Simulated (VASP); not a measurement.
Wanted: the native input for a VASP 6.6.1 run.

| Property | Result |
| --- | --- |
| Task | relaxation of cell and atoms |
| Functional | PBE |
| Potentials or basis | VASP PAW PBE potentials, release 64 (Ru_pv) |
| Cutoff | 600 eV |
| k mesh | 18 × 18 × 18 |
| Occupations | gaussian, width 0.1 eV |
| Spin | no spin polarisation |
| Dipole correction | no |
| Further INCAR settings | ALGO = Normal; EDIFF = 1e-06; IBRION = 2; EDIFFG = -0.01; NSW = 80; ISIF = 3 |

The structure of Ru lies in POSCAR:

```
Ru
1.0
    0.0000000000      1.9034428875      1.9034428875
    1.9034428875      0.0000000000      1.9034428875
    1.9034428875      1.9034428875      0.0000000000
Ru
1
Direct
    0.0000000000      0.0000000000      0.0000000000
```

One way to write it, as run:

INCAR

```
ALGO = Normal
EDIFF = 1E-6
EDIFFG = -0.01
ENCUT = 600
GGA = PE
IBRION = 2
ISIF = 3
ISMEAR = 0
LASPH = T
LCHARG = F
LREAL = F
LWAVE = F
NELM = 60
NSW = 80
PREC = Accurate
SIGMA = 0.1
```

KPOINTS

```
k-points
0
Gamma
  18 18 18
```

Potentials or basis: VASP PAW PBE potentials, release 64 (Ru_pv).

Run with:

```bash
$ cat potpaw_PBE.64/Ru_pv/POTCAR > POTCAR
$ mpirun -np 1 vasp_std > vasp.out
```

Results of the run:

The relaxed volume is 13.82 Å³/atom. The relaxed cell is a = 2.694 Å, b = 2.694 Å, c = 2.694 Å, α = 60.00°, β = 60.00°, γ = 60.00°. The space group after relaxing (to 0.05 Å) is Fm-3m (No. 225), the energy gained by relaxing is 0.1 meV/atom and the ionic steps are 3. The pressure after relaxing is 0.0 GPa. The band gap on the k mesh is zero (band 7 reaches 14.63 eV, above the bottom of band 8 at 11.29 eV).

Wall time 34 s on 1 thread of Intel(R) Xeon(R) Platinum 8375C CPU @ 2.90GHz (Ice Lake), on a shared host, peak memory 0.17 GiB.
